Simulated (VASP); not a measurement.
Wanted: the native input for a VASP 6.6.1 run.

- Task: single point
- Functional: PBE
- Potentials or basis: VASP PAW PBE potentials, release 64 (Be, Ga_d)
- Cutoff: 520 eV
- k mesh: 6 × 6 × 8
- Occupations: fermi-dirac, width 0.1 eV
- Spin: no spin polarisation
- Dipole correction: no
- Further INCAR settings: ALGO = Normal; EDIFF = 1e-07; NBANDS = 21

The structure of BeGa2 lies in POSCAR:

```
BeGa2
1.0
    4.5761418498      0.0000000000      0.0000000000
   -2.2880709249      3.9630550932      0.0000000000
    0.0000000000      0.0000000000      2.6204774802
Be Ga
1 2
Direct
    0.0000000000      0.0000000000      0.0000000000
    0.3333333333      0.6666666667      0.5000000000
    0.6666666667      0.3333333333      0.5000000000
```

The input as run:

INCAR

```
SYSTEM = BeGa2
PREC = Accurate
ENCUT = 520
EDIFF = 1E-7
ISMEAR = -1
SIGMA = 0.1
LREAL = .False.
LASPH = .True.
NELM = 100
ALGO = Normal
ISIF = 2
LWAVE = .False.
LCHARG = .False.
GGA = PE
NBANDS = 21
```

KPOINTS

```
regular mesh
0
Gamma
  6 6 8
  0 0 0
```

Potentials or basis: VASP PAW PBE potentials, release 64 (Be, Ga_d).

Command:

```console
$ cat potpaw_PBE.64/Be/POTCAR potpaw_PBE.64/Ga_d/POTCAR > POTCAR
$ mpirun -np 1 vasp_std > vasp.out
```

It gave:

```
Pressure               : -0.9 GPa
Band gap on the k mesh : zero (bands 14 and 15 overlap by 5.20 eV)
```

Wall time 29 s on 1 thread of Intel Xeon 8259CL (shared host), peak memory 0.18 GiB.
